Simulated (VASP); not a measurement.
# AlN in VASP: further runs, part 2 of 2

VASP 6.6.1. The steps go on from the part before.

## 4. Single point, PBEsol (mode 4 frozen in at +0.000 Å, strain +e along z and -e/2 along x and y +0.0700)

File INCAR:

```
ALGO = Normal
EDIFF = 1E-6
ENCUT = 520
GGA = PS
ISIF = 2
ISMEAR = 0
LASPH = T
LCHARG = F
LREAL = F
LWAVE = F
NBANDS = 11
NELM = 100
PREC = Accurate
SIGMA = 0.05
```

File KPOINTS:

```
k-points
0
Gamma
  10 10 10
```

File POSCAR:

```
AlN
1.0
    0.0000000000      2.3418626456      2.1120536944
    2.1120536944      0.0000000000      2.1120536944
    2.1120536944      2.3418626456      0.0000000000
Al N
1 1
Direct
    0.0000000000      0.0000000000      0.0000000000
    0.7500000000      0.7500000000      0.7500000000
```

Potentials or basis: VASP PAW PBE potentials, release 64 (Al, N).

Started as:

```
> cat potpaw_PBE.64/Al/POTCAR potpaw_PBE.64/N/POTCAR > POTCAR
> mpirun -np 1 vasp_std > vasp.out
```

OUTCAR:

```text
EDIFF = 1E-6
   ENCUT = 520
   GGA = PS
   ISIF = 2
   ISMEAR = 0
   LASPH = T
   LREAL = F
   NELM = 100
   PREC = Accurate

 ion  position               nearest neighbor table
   1  0.000  0.000  0.000-   2 1.90   2 1.90   2 1.90   2 1.90
   2  0.750  0.750  0.750-   1 1.90   1 1.90   1 1.90   1 1.90

  LATTYP: Found a body centered tetragonal cell.
 ALAT       =     2.9868949791
 C/A-ratio  =     1.5680917220

  Lattice vectors:

 A1 = (   0.0000000000,  -2.3418626456,   2.1120536944)
 A2 = (   0.0000000000,  -2.3418626456,  -2.1120536944)
 A3 = (   2.1120536944,   2.3418626456,   0.0000000000)

Analysis of symmetry for initial positions (statically):
=====================================================================
 Subroutine PRICEL returns:
 Original cell was already a primitive cell.

 Routine SETGRP: Setting up the symmetry group for a
 body centered tetragonal supercell.

 Subroutine GETGRP returns: Found  8 space group operations
 (whereof  8 operations were pure point group operations)
 out of a pool of 16 trial point group operations.

The static configuration has the point symmetry D_2d.

Analysis of symmetry for dynamics (positions and initial velocities):
[... 165 lines left out ...]

 k-point     1 :       0.0000    0.0000    0.0000
  band No.  band energies     occupation
      1      -9.0669      2.00000
      2       5.5468      2.00000
      3       6.0765      2.00000
      4       6.0765      2.00000
      5       9.9262      0.00000
      6      18.3233      0.00000
      7      18.3233      0.00000
      8      18.3574      0.00000
      9      21.3465      0.00000
     10      22.5442      0.00000
     11      25.1601      0.00000
[... 309 lines left out ...]
 k-point    24 :       0.4000    0.3000   -0.0000
  band No.  band energies     occupation
      1      -6.9085      2.00000
      2       1.8625      2.00000
      3       4.0156      2.00000
      4       4.2765      2.00000
      5      10.7013      0.00000
      6      14.7536      0.00000
      7      18.1146      0.00000
      8      19.3377      0.00000
      9      21.6841      0.00000
     10      25.9502      0.00000
     11      29.3888      0.00000

 [... further k-points ...]
[... 5 lines left out ...]
  --------------------------------------------------------------------------------------
  -------------------------------------------------------------------------------------
  Total        0.7958816     -1.6019720      0.7958816     -0.0000000     -0.0000000      0.0000000
  in kB       61.0320165   -122.8468941     61.0320165     -0.0000000     -0.0000000      0.0000000
  external PRESSURE =      -0.2609537 kB  Pullay stress =       0.0000000 kB

 VOLUME and BASIS-vectors are now :
 -----------------------------------------------------------------------------
  energy-cutoff  :      520.00
  volume of cell :       20.89
      direct lattice vectors                 reciprocal lattice vectors
     0.000000000  2.341862646  2.112053694    -0.236736406  0.213505263  0.236736406
     2.112053694  0.000000000  2.112053694     0.236736406 -0.213505263  0.236736406
     2.112053694  2.341862646  0.000000000     0.236736406  0.213505263 -0.236736406

 POSITION                                       TOTAL-FORCE (eV/Angst)
 -----------------------------------------------------------------------------------
      0.00000      0.00000      0.00000         0.000000      0.000000      0.000000
      3.16808      3.51279      3.16808        -0.000000      0.000000     -0.000000
 -----------------------------------------------------------------------------------
    total drift:                               -0.000000      0.000000     -0.000000

  FREE ENERGIE OF THE ION-ELECTRON SYSTEM (eV)
  ---------------------------------------------------
  free  energy   TOTEN  =       -15.5365298029 eV

  energy  without entropy=      -15.5365298029  energy(sigma->0) =      -15.53652980
```

OSZICAR:

```text
N       E                     dE             d eps       ncg     rms          rms(c)
DAV:   1     0.106568180696E+02    0.10657E+02   -0.38941E+03  2284   0.606E+02
DAV:   2    -0.168293560227E+02   -0.27486E+02   -0.26264E+02  2650   0.137E+02
DAV:   3    -0.177469643333E+02   -0.91761E+00   -0.91647E+00  2750   0.238E+01
DAV:   4    -0.177517271415E+02   -0.47628E-02   -0.47625E-02  2580   0.188E+00
DAV:   5    -0.177517832250E+02   -0.56083E-04   -0.56083E-04  2733   0.196E-01    0.824E+00
DAV:   6    -0.155775909400E+02    0.21742E+01   -0.10679E+01  2609   0.162E+01    0.284E+00
DAV:   7    -0.155550878058E+02    0.22503E-01   -0.15174E-01  2523   0.305E+00    0.201E+00
DAV:   8    -0.155377968479E+02    0.17291E-01   -0.27928E-02  2550   0.155E+00    0.559E-01
DAV:   9    -0.155365168692E+02    0.12800E-02   -0.36018E-03  2721   0.370E-01    0.228E-01
DAV:  10    -0.155365289550E+02   -0.12086E-04   -0.29380E-04  2535   0.114E-01    0.207E-02
DAV:  11    -0.155365298029E+02   -0.84786E-06   -0.20837E-06  2712   0.133E-02
   1 F= -.15536530E+02 E0= -.15536530E+02  d E =-.746483E-20
```

stdout:

```text
POSCAR found type information on POSCAR AlN
 POSCAR found :  2 types and       2 ions
 scaLAPACK will be used
 -----------------------------------------------------------------------------
|                                                                             |
|                                                                             |
|     You enforced a specific xc type in the INCAR file but a different       |
|     I HOPE YOU KNOW WHAT YOU ARE DOING!                                     |
|                                                                             |
 -----------------------------------------------------------------------------

 LDA part: xc-table for (Slater+PW92), standard interpolation
 POSCAR, INCAR and KPOINTS ok, starting setup
 FFT: planning ... GRIDC
 FFT: planning ... GRID_SOFT
 FFT: planning ... GRID
 WAVECAR not read
 entering main loop
```

Run time: 6.8 s. Hardware: 1 thread of Intel Xeon 6975P-C (Granite Rapids), shared host; peak memory 0.14 GiB.

Results:

- Free energy: -15.5365 eV
- Pressure: 0.0 GPa
- Band gap on the k mesh: 2.83 eV, indirect (least direct gap 3.85 eV)

Stress tensor (GPa, compression positive):
```
  6.10   0.00   0.00
  0.00 -12.28   0.00
  0.00   0.00   6.10
```

Caveat: the cell differs from its parent crystal (mode 4 frozen in at +0.000 Å, strain +e along z and -e/2 along x and y +0.0700); the PAW data sets were made with another functional, which shifts forces and pressure a little. A k mesh can miss the band edges.

## 5. Single point, PBEsol (mode 4 frozen in at +0.000 Å, strain +e along z and -e/2 along x and y -0.0700)

File INCAR:

```
SYSTEM = AlN
PREC = Accurate
ENCUT = 520
EDIFF = 1E-6
ISMEAR = 0
SIGMA = 0.05
LREAL = .FALSE.
LASPH = .TRUE.
NELM = 60
ALGO = Normal
ISIF = 2
LWAVE = .FALSE.
LCHARG = .FALSE.
GGA = PS
NBANDS = 11
```

File KPOINTS:

```
Automatic mesh
0
G
  10 10 10
  0 0 0
```

File POSCAR:

```
AlN
1.0
    0.0000000000      2.0354507106      2.2652596618
    2.2652596618      0.0000000000      2.2652596618
    2.2652596618      2.0354507106      0.0000000000
Al N
1 1
Direct
    0.0000000000      0.0000000000      0.0000000000
    0.7500000000      0.7500000000      0.7500000000
```

Potentials or basis: VASP PAW PBE potentials, release 64 (Al, N).

Started as:

```
> cat potpaw_PBE.64/Al/POTCAR potpaw_PBE.64/N/POTCAR > POTCAR
> mpirun -np 1 vasp_std > vasp.out
```

OUTCAR:

```text
SYSTEM = AlN
   PREC = Accurate
   ENCUT = 520
   EDIFF = 1E-6
   ISMEAR = 0
   LREAL = .FALSE.
   LASPH = .TRUE.
   NELM = 60
   ISIF = 2
   GGA = PS

 ion  position               nearest neighbor table
   1  0.000  0.000  0.000-   2 1.90   2 1.90   2 1.90   2 1.90
   2  0.750  0.750  0.750-   1 1.90   1 1.90   1 1.90   1 1.90

  LATTYP: Found a body centered tetragonal cell.
 ALAT       =     3.2035609360
 C/A-ratio  =     1.2707426213

  Lattice vectors:

 A1 = (   0.0000000000,  -2.0354507106,   2.2652596618)
[... 514 lines left out ...]
      7      17.3685      0.00000
      8      19.6167      0.00000
      9      22.1308      0.00000
     10      26.5282      0.00000
     11      29.2508      0.00000

 [... further k-points ...]
[... 5 lines left out ...]
  --------------------------------------------------------------------------------------
  -------------------------------------------------------------------------------------
  Total       -0.4440757      0.8044486     -0.4440757      0.0000000      0.0000000      0.0000000
  in kB      -34.0597146     61.6995933    -34.0597146      0.0000000      0.0000000      0.0000000
  external PRESSURE =      -2.1399453 kB  Pullay stress =       0.0000000 kB

 VOLUME and BASIS-vectors are now :
 -----------------------------------------------------------------------------
  energy-cutoff  :      520.00
  volume of cell :       20.89
      direct lattice vectors                 reciprocal lattice vectors
     0.000000000  2.035450711  2.265259662    -0.220725248  0.245645840  0.220725248
     2.265259662  0.000000000  2.265259662     0.220725248 -0.245645840  0.220725248
     2.265259662  2.035450711  0.000000000     0.220725248  0.245645840 -0.220725248

 POSITION                                       TOTAL-FORCE (eV/Angst)
 -----------------------------------------------------------------------------------
      0.00000      0.00000      0.00000         0.000000     -0.000000      0.000000
      3.39789      3.05318      3.39789        -0.000000      0.000000     -0.000000
 -----------------------------------------------------------------------------------
    total drift:                               -0.000000      0.000001     -0.000000

  FREE ENERGIE OF THE ION-ELECTRON SYSTEM (eV)
  ---------------------------------------------------
  free  energy   TOTEN  =       -15.5607639409 eV

  energy  without entropy=      -15.5607639409  energy(sigma->0) =      -15.56076394
```

OSZICAR:

```text
N       E                     dE             d eps       ncg     rms          rms(c)
DAV:   1     0.107414796808E+02    0.10741E+02   -0.38271E+03  2268   0.599E+02
DAV:   2    -0.168173661658E+02   -0.27559E+02   -0.26276E+02  2741   0.137E+02
DAV:   3    -0.177642355506E+02   -0.94687E+00   -0.94562E+00  2761   0.241E+01
DAV:   4    -0.177692886717E+02   -0.50531E-02   -0.50528E-02  2550   0.192E+00
DAV:   5    -0.177693485831E+02   -0.59911E-04   -0.59911E-04  2721   0.200E-01    0.824E+00
DAV:   6    -0.156012804324E+02    0.21681E+01   -0.10624E+01  2598   0.162E+01    0.283E+00
DAV:   7    -0.155791603685E+02    0.22120E-01   -0.15186E-01  2502   0.307E+00    0.201E+00
DAV:   8    -0.155620507520E+02    0.17110E-01   -0.27874E-02  2553   0.155E+00    0.563E-01
DAV:   9    -0.155607513348E+02    0.12994E-02   -0.36407E-03  2712   0.373E-01    0.230E-01
DAV:  10    -0.155607629722E+02   -0.11637E-04   -0.29466E-04  2550   0.115E-01    0.200E-02
DAV:  11    -0.155607640511E+02   -0.10789E-05   -0.20995E-06  2664   0.133E-02    0.145E-02
DAV:  12    -0.155607639409E+02    0.11025E-06   -0.27832E-07  1449   0.446E-03
   1 F= -.15560764E+02 E0= -.15560764E+02  d E =-.286537E-13
```

stdout:

```text
POSCAR found type information on POSCAR AlN
 POSCAR found :  2 types and       2 ions
 scaLAPACK will be used
 -----------------------------------------------------------------------------
|                                                                             |
|                                                                             |
|     You enforced a specific xc type in the INCAR file but a different       |
|     I HOPE YOU KNOW WHAT YOU ARE DOING!                                     |
|                                                                             |
 -----------------------------------------------------------------------------

 LDA part: xc-table for (Slater+PW92), standard interpolation
 POSCAR, INCAR and KPOINTS ok, starting setup
 FFT: planning ... GRIDC
 FFT: planning ... GRID_SOFT
 FFT: planning ... GRID
 WAVECAR not read
 entering main loop
```

Run time: 7.7 s. Hardware: 1 thread of Intel Xeon 6975P-C (Granite Rapids), shared host; peak memory 0.14 GiB.

What came out:

```yaml
Free_energy: -15.5608 eV
Pressure: -0.2 GPa
Band_gap_on_the_k_mesh: 2.72 eV, indirect (least direct gap 3.82 eV)
```

Caveat: the cell differs from its parent crystal (mode 4 frozen in at +0.000 Å, strain +e along z and -e/2 along x and y -0.0700); the PAW data sets were made with another functional, which shifts forces and pressure a little. A k mesh can miss the band edges.

## 6. Single point, PBEsol (mode 4 frozen in at +0.000 Å, strain +e along z and -e/2 along x and y -0.0467)

File INCAR:

```
SYSTEM = AlN
PREC = Accurate ; ENCUT = 520
EDIFF = 1E-6 ; ISMEAR = 0
SIGMA = 0.05 ; LREAL = .FALSE.
LASPH = .TRUE. ; NELM = 80
ALGO = Normal ; ISIF = 2
LWAVE = .FALSE. ; LCHARG = .FALSE.
GGA = PS ; NBANDS = 11
```

KPOINTS is that of step 5.

File POSCAR:

```
AlN
1.0
    0.0000000000      2.0864464112      2.2397618115
    2.2397618115      0.0000000000      2.2397618115
    2.2397618115      2.0864464112      0.0000000000
Al N
1 1
Direct
    0.0000000000      0.0000000000      0.0000000000
    0.7500000000      0.7500000000      0.7500000000
```

Potentials or basis: VASP PAW PBE potentials, release 64 (Al, N).

Started as:

```
> cat potpaw_PBE.64/Al/POTCAR potpaw_PBE.64/N/POTCAR > POTCAR
> mpirun -np 1 vasp_std > vasp.out
```

OUTCAR:

```text
SYSTEM = AlN
   PREC = Accurate
   ENCUT = 520
   EDIFF = 1E-6
   ISMEAR = 0
   LREAL = .FALSE.
   LASPH = .TRUE.
   NELM = 80
   ISIF = 2
   GGA = PS

 ion  position               nearest neighbor table
   1  0.000  0.000  0.000-   2 1.90   2 1.90   2 1.90   2 1.90
   2  0.750  0.750  0.750-   1 1.90   1 1.90   1 1.90   1 1.90

  LATTYP: Found a body centered tetragonal cell.
 ALAT       =     3.1675015303
 C/A-ratio  =     1.3174083051

  Lattice vectors:

 A1 = (   0.0000000000,  -2.0864464112,   2.2397618115)
 A2 = (   0.0000000000,  -2.0864464112,  -2.2397618115)
 A3 = (   2.2397618115,   2.0864464112,   0.0000000000)

Analysis of symmetry for initial positions (statically):
=====================================================================
 Subroutine PRICEL returns:
 Original cell was already a primitive cell.

 Routine SETGRP: Setting up the symmetry group for a
 body centered tetragonal supercell.

 Subroutine GETGRP returns: Found  8 space group operations
 (whereof  8 operations were pure point group operations)
 out of a pool of 16 trial point group operations.

The static configuration has the point symmetry D_2d.
[... 164 lines left out ...]
 cond. band min:       8.8660605546   @ k =   0.5000   0.0000   0.5000
 fundamental gap:      2.8400278797
 Fermi energy:         6.2618798389

 k-point     1 :       0.0000    0.0000    0.0000
  band No.  band energies     occupation
      1      -9.0873      2.00000
      2       5.7696      2.00000
      3       5.7696      2.00000
      4       6.0260      2.00000
      5       9.9213      0.00000
      6      18.2307      0.00000
      7      18.3130      0.00000
      8      18.3130      0.00000
      9      22.2634      0.00000
     10      23.9025      0.00000
     11      23.9069      0.00000
[... 309 lines left out ...]
 k-point    24 :       0.4000    0.3000    0.0000
  band No.  band energies     occupation
      1      -7.1325      2.00000
      2       1.5577      2.00000
      3       4.2371      2.00000
      4       4.6179      2.00000
      5      10.6733      0.00000
      6      15.5226      0.00000
      7      17.5365      0.00000
      8      19.8486      0.00000
      9      21.5946      0.00000
     10      26.8069      0.00000
     11      29.3134      0.00000

 [... further k-points ...]
[... 5 lines left out ...]
  --------------------------------------------------------------------------------------
  -------------------------------------------------------------------------------------
  Total       -0.3223487      0.6159863     -0.3223487     -0.0000000      0.0000000      0.0000000
  in kB      -24.6715017     47.1455530    -24.6715017     -0.0000000      0.0000000      0.0000000
  external PRESSURE =      -0.7324835 kB  Pullay stress =       0.0000000 kB

 VOLUME and BASIS-vectors are now :
 -----------------------------------------------------------------------------
  energy-cutoff  :      520.00
  volume of cell :       20.93
      direct lattice vectors                 reciprocal lattice vectors
     0.000000000  2.086446411  2.239761812    -0.223238024  0.239641909  0.223238024
     2.239761812  0.000000000  2.239761812     0.223238024 -0.239641909  0.223238024
     2.239761812  2.086446411  0.000000000     0.223238024  0.239641909 -0.223238024

 POSITION                                       TOTAL-FORCE (eV/Angst)
 -----------------------------------------------------------------------------------
      0.00000      0.00000      0.00000        -0.000000      0.000000     -0.000000
      3.35964      3.12967      3.35964         0.000000     -0.000000      0.000000
 -----------------------------------------------------------------------------------
    total drift:                               -0.000000      0.000000     -0.000000

  FREE ENERGIE OF THE ION-ELECTRON SYSTEM (eV)
  ---------------------------------------------------
  free  energy   TOTEN  =       -15.5872249207 eV

  energy  without entropy=      -15.5872249207  energy(sigma->0) =      -15.58722492
```

OSZICAR:

```text
N       E                     dE             d eps       ncg     rms          rms(c)
DAV:   1     0.995420029783E+01    0.99542E+01   -0.38341E+03  2292   0.602E+02
DAV:   2    -0.169151386553E+02   -0.26869E+02   -0.25871E+02  2700   0.135E+02
DAV:   3    -0.177978712036E+02   -0.88273E+00   -0.88162E+00  2748   0.233E+01
DAV:   4    -0.178025072363E+02   -0.46360E-02   -0.46357E-02  2568   0.186E+00
DAV:   5    -0.178025637525E+02   -0.56516E-04   -0.56516E-04  2756   0.196E-01    0.825E+00
DAV:   6    -0.156280584993E+02    0.21745E+01   -0.10730E+01  2609   0.162E+01    0.284E+00
DAV:   7    -0.156056210468E+02    0.22437E-01   -0.14983E-01  2526   0.304E+00    0.201E+00
DAV:   8    -0.155884726307E+02    0.17148E-01   -0.27649E-02  2550   0.155E+00    0.559E-01
DAV:   9    -0.155872114865E+02    0.12611E-02   -0.35468E-03  2712   0.367E-01    0.230E-01
DAV:  10    -0.155872232699E+02   -0.11783E-04   -0.28048E-04  2517   0.112E-01    0.162E-02
DAV:  11    -0.155872250198E+02   -0.17499E-05   -0.20259E-06  2703   0.127E-02    0.146E-02
DAV:  12    -0.155872249207E+02    0.99160E-07   -0.25628E-07  1437   0.424E-03
   1 F= -.15587225E+02 E0= -.15587225E+02  d E =-.613107E-14
```

Wall time 7.2 s (1 thread of Intel Xeon 6975P-C (Granite Rapids), shared host); peak memory 0.14 GiB.

What came out:

| Item | Value |
| --- | --- |
| Free energy | -15.5872 eV |
| Pressure | -0.1 GPa |
| Band gap on the k mesh | 2.84 eV, indirect (least direct gap 3.90 eV) |

Stress tensor (GPa, compression positive):
```
-2.47  0.00  0.00
 0.00  4.71  0.00
 0.00  0.00 -2.47
```

Levels at points of the mesh, in eV from the valence-band top:
| k point | band 1 | band 2 | band 3 | band 4 | band 5 | band 6 | band 7 | band 8 |
| --- | --- | --- | --- | --- | --- | --- | --- | --- |
| (0.00, 0.00, 0.00) | -15.11 | -0.26 | -0.26 | 0.00 | 3.90 | 12.20 | 12.29 | 12.29 |
| (0.50, 0.00, 0.00) | -13.03 | -6.07 | -0.94 | -0.39 | 6.89 | 9.58 | 10.19 | 11.72 |
| (0.50, 0.50, 0.00) | -12.50 | -5.34 | -1.76 | -1.75 | 3.14 | 8.63 | 13.17 | 14.56 |
| (0.50, 0.00, 0.50) | -12.20 | -4.66 | -2.34 | -2.34 | 2.84 | 7.54 | 14.43 | 15.00 |

Caveat: the cell differs from its parent crystal (mode 4 frozen in at +0.000 Å, strain +e along z and -e/2 along x and y -0.0467); the PAW data sets were made with another functional, which shifts forces and pressure a little. A k mesh can miss the band edges.

## 7. Overview

```csv
cell,gap on the mesh (eV),pressure (GPa)
"a = 3.061, b = 3.168 Å, angles 58.8, 62.3, 58.8°, 2 atoms",2.84,-0.1
"a = 3.154, b = 2.987 Å, angles 61.7, 56.5, 61.7°, 2 atoms",2.83,0.0
"a = 3.045, b = 3.204 Å, angles 58.3, 63.5, 58.3°, 2 atoms",2.72,-0.2
```

Some of these runs hold the atoms at other places in the same cell, which the table doesn't show; runs alike in all that it shows share one row.

Alike in all rows: task single point; level PBEsol; potentials or basis VASP PAW PBE potentials, release 64 (Al, N); no spin polarisation; k mesh 10 × 10 × 10; cutoff (eV) 520; smearing gaussian 0.05 eV.

Caveats: the PAW data sets were made with another functional, which shifts forces and pressure a little.

Total energies depend on the potentials used, so only differences within one code and one set of settings carry meaning.
